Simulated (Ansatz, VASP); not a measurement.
## Two plane-wave programs on C

```xyz
4
Lattice="2.5577 0.0000 0.0000 -1.2789 2.0549 0.0000 0.0000 0.0000 23.9223" Properties=species:S:1:pos:R:3 pbc="T T T"
C     0.0000    0.0000   13.6634
C     0.0000    0.0000   10.2589
C     0.0000    1.3699   10.2584
C     1.2789    0.6850   13.6638
```

Change from the starting cell: strain +0.0375 x Voigt [1, -1, 0, 0, 0, 0], atoms carried along.

Alike in both runs: task single point; functional PBE; dispersion D3(BJ); k mesh 24 × 24 × 2; occupations gaussian, width 0.15 eV; no spin polarisation.

|  | VASP | Ansatz |
| --- | --- | --- |
| version | VASP 6.6.1 | Ansatz 0.2.0 |
| potentials or method | VASP PAW PBE potentials, release 64 (C), cutoff 600 eV | scalar-relativistic, plane waves, PAW |
| valence electrons in the cell | 16 | 16 |

Ansatz gave:

| Property | Result |
| --- | --- |
| gap on the k mesh at the Fermi level (eV) | 0.49 |
| least direct gap on the mesh (eV) | 0.49 |
| rms of the force components (eV/Å) | 0.599 |

Problem. Which values does VASP return?

Solution. gap on the k mesh at the Fermi level (eV): 0.49; least direct gap on the mesh (eV): 0.49; rms of the force components (eV/Å): 0.608.

Atom by atom the forces differ by 0.008 eV/Å (rms over components).
